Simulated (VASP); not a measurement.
Ca:

```
CELL_PARAMETERS angstrom
2.39643 -2.86748 0.00000
2.39643 2.86748 0.00000
0.00000 0.00000 6.36075
ATOMIC_POSITIONS crystal
Ca 0.00000 0.00000 0.77255
Ca 0.00000 0.00000 0.22745
```

The cell was built from a structure type or drawn by symmetry, and may not be a known phase.

```yaml
Program: VASP 6.6.1
Task: relaxation of cell and atoms
Functional: PBE
Potentials_or_basis: VASP PAW PBE potentials, release 64 (Ca_sv)
Cutoff: 500 eV
k_mesh: 6 × 6 × 4
Occupations: gaussian, width 0.1 eV
Spin: no spin polarisation
```

At the start: pressure 0.6 GPa; volume 43.71 Å³/atom.

Q: How do energy, volume and symmetry change on relaxing?

A: Over 15 steps the energy falls by 355.1 meV/atom and the volume is 42.28 Å³/atom (-3.3 %); space group Cmmm (No. 65, to 0.1 Å) before, P6/mmm (No. 191, to 0.1 Å).

Step by step:
```
step  energy change (eV)  largest force (eV/Å)  pressure (GPa)  volume (Å³)
   1              0.0000                1.1920            0.63        87.42
   2             -0.4369                0.4267           -0.12        89.00
   3             -0.4548                0.3090           -0.18        89.19
   4             -0.4551                0.2975           -0.18        89.21
   5             -0.5076                0.2377           -0.16        88.65
   6             -0.6453                0.0193           -0.19        86.43
   7             -0.5486                0.5343            1.00        79.74
   8             -0.6906                0.1127           -0.07        84.82
   9             -0.6975                0.2173            0.11        83.81
  10             -0.6976                0.2007            0.08        83.97
  11             -0.7045                0.1269            0.07        84.29
  12             -0.7053                0.1453            0.07        84.22
  13             -0.7091                0.0653           -0.05        84.74
  14             -0.7092                0.0462           -0.07        84.86
  15             -0.7103                0.0122            0.00        84.56
```

Final structure:
```yaml
crystal:
  lattice:
    - [1.87045, -3.24297, 0.00000]
    - [1.87045, 3.24297, 0.00000]
    - [0.00000, 0.00000, 6.97056]
  atoms:
    - { symbol: Ca, position: [0.00000, 0.00000, 0.75036] }
    - { symbol: Ca, position: [0.00000, 0.00000, 0.24964] }
```
